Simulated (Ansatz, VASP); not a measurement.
Si2B3 in VASP and in Ansatz

INCAR

```
PREC = Accurate
ENCUT = 500
EDIFF = 1E-7
ISMEAR = 0
SIGMA = 0.2
LREAL = False
LASPH = True
NELM = 120
ALGO = Normal
ISIF = 3
LWAVE = False
LCHARG = False
GGA = PE
IBRION = 2
NSW = 36
EDIFFG = -0.08
GGA_COMPAT = False
NELMIN = 4
```

File KPOINTS:

```
Automatic mesh
0
Gamma
  6 6 3
```

Contents of POSCAR:

```
Si2B3
1.0
    2.8893917200      0.0000000000      0.0000000000
    0.0000000000      2.8893917200      0.0000000000
    0.0000000000      0.0000000000      5.9060882900
Si B
2 3
Direct
    0.5000000000      0.0000000000      0.2621575700
    0.0000000000      0.5000000000      0.7378424300
    0.0000000000      0.5000000000      0.3652538100
    0.5000000000      0.0000000000      0.6347461900
    0.5000000000      0.5000000000      0.0000000000
```

Input for Ansatz:

```yaml
crystal:
  lattice:
    - [2.88939172, 0.0, 0.0]
    - [0.0, 2.88939172, 0.0]
    - [0.0, 0.0, 5.90608829]
  atoms:
    - { symbol: Si, position: [0.5, 0.0, 0.26215757] }
    - { symbol: Si, position: [0.0, 0.5, 0.73784243] }
    - { symbol: B, position: [0.0, 0.5, 0.36525381] }
    - { symbol: B, position: [0.5, 0.0, 0.63474619] }
    - { symbol: B, position: [0.5, 0.5, 0.0] }
basis:
  ecutwfc: 420
kpoints:
  mp_grid: { grid: [6, 6, 3] }
hamiltonian:
  xc: pbe
scf:
  occupations: { method: gaussian, width: 0.2 }
  lower_state_search: "off"
output:
  forces: true
  stress: true
  eigenvalues: true
relax:
  adjacent_minimum: "off"
  f_tol: 0.08
  max_steps: 16
  cell: { stress_tol: 0.8 }
```

Change from the starting cell: species swapped into the Er2Se3 type (P-4m2, No. 115).

Alike in both runs: task relaxation of cell and atoms; functional PBE; k mesh 6 × 6 × 3; occupations gaussian, width 0.2 eV; no spin polarisation.

```csv
,VASP,Ansatz
version,VASP 6.6.1,Ansatz 0.2.0
potentials or method,"VASP PAW PBE potentials, release 64 (Si, B), cutoff 500 eV","scalar-relativistic, plane waves, PAW"
valence electrons in the cell,17,17
```

```csv
,VASP,Ansatz,Ansatz less VASP
"gap on the k mesh at the Fermi level, each at its own relaxed structure (eV)",none,none,-
relaxed volume (Å³/atom),9.08,9.09,+0.010
relaxed cell length with the largest relative difference (Å),4.884,4.899,+0.0144
```

A gap of «none» marks a metal or a gap that the smearing closes.

The k mesh is coarse, so the values compare programs but aren't converged.
